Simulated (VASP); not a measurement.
Runs of VASP 6.6.1 on H6Os. The structure is that of space group P4/mmm (No. 123), or close to it. The cells are those of the table. 

| task | potentials or basis | cell | k mesh | cutoff (eV) | second run | gap on the mesh (eV) | pressure (GPa) | relaxed volume (Å³/atom) | largest force (eV/Å) |
| --- | --- | --- | --- | --- | --- | --- | --- | --- | --- |
| single point | VASP PAW PBE potentials, release 64 (H, Os) | a = 3.812, b = 3.812, c = 2.571 Å, 7 atoms | 10 × 10 × 14 | 520 | - | none | 0.2 | - | (a) |
| single point | VASP PAW PBE potentials, release 64 (H, Os_sv_GW) | a = 3.838, b = 3.838, c = 2.562 Å, 7 atoms | 4 × 4 × 6 | 500 | valence_matched | none | -1.2 | - | - |
| relaxation of cell and atoms | VASP PAW PBE potentials, release 64 (H, Os) | relaxed from a = 3.878, b = 3.878, c = 2.519 Å, 7 atoms | 4 × 4 × 6 | 600 | - | none | 0.0 | 5.40 | 0.01 |
| single point | VASP PAW PBE potentials, release 64 (H, Os) | a = 3.838, b = 3.838, c = 2.562 Å, 7 atoms | 4 × 4 × 6 | 520 | - | none | 0.3 | - | 0.04 |
| relaxation of cell and atoms | VASP PAW PBE potentials, release 64 (H, Os) | relaxed from a = 3.838, b = 3.838, c = 2.562 Å, 7 atoms | 10 × 10 × 14 | 600 | - | none | 0.1 | (b) | - |

Alike in all rows: level PBE; no spin polarisation; smearing gaussian 0.1 eV.

Question: Fill in the values left out.

Answer: (a) 0.03; (b) 5.34.

Caveats: some runs use coarse meshes; spin-orbit coupling is left out, which moves the levels of the heavy elements.

A k mesh can miss the band edges, and the runs leave out spin-orbit coupling on Os.

A gap of «none» marks levels without a gap at the run's occupations.

The runs don't all hold the same shells in valence.
